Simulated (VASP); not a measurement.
W: single point with r2SCAN

Crystal: W.

```
CELL_PARAMETERS angstrom
5.15214 0.00000 0.00000
0.00000 5.15214 0.00000
0.00000 0.00000 5.15214
ATOMIC_POSITIONS crystal
W 0.00000 0.00000 0.00000
W 0.50000 0.50000 0.50000
W 0.00000 0.50000 0.25000
W 0.00000 0.50000 0.75000
W 0.25000 0.00000 0.50000
W 0.75000 0.00000 0.50000
W 0.50000 0.75000 0.00000
W 0.50000 0.25000 0.00000
```

```
Program                : VASP 6.6.1
Task                   : single point
Functional             : r2SCAN
Potentials or basis    : VASP PAW PBE potentials, release 64 (W_sv)
Cutoff                 : 520 eV
k mesh                 : 8 × 8 × 8
Occupations            : gaussian, width 0.1 eV
Spin                   : no spin polarisation
Dipole correction      : no
Further INCAR settings : ALGO = Normal; EDIFF = 1e-07; NBANDS = 66
```

| Property | Result |
| --- | --- |
| Pressure | -15.3 GPa |
| Band gap on the k mesh | zero (bands 56 and 57 overlap by 0.64 eV) |

Levels at points of the mesh, in eV from the Fermi level:
```csv
k point,band 53,band 54,band 55,band 56,band 57,band 58,band 59,band 60
"(0.00, 0.00, 0.00)",-1.46,-1.46,-0.37,-0.37,-0.37,1.64,1.64,1.64
"(0.50, 0.00, 0.00)",-1.17,-1.17,-0.86,-0.86,0.66,0.66,0.70,0.70
"(0.50, 0.50, 0.00)",-1.11,-0.74,-0.74,0.23,0.23,0.23,0.48,0.80
"(0.50, 0.50, 0.50)",-1.52,-1.52,-1.52,-1.52,1.37,1.37,1.37,1.37
```

It took 24 min on 1 thread of Intel Xeon 8259CL (shared host), peak memory 0.39 GiB.

Caveat: the cell stands under tension; the PAW data sets were made with another functional, which shifts forces and pressure a little; spin-orbit coupling is left out, which moves the levels of the heavy elements.
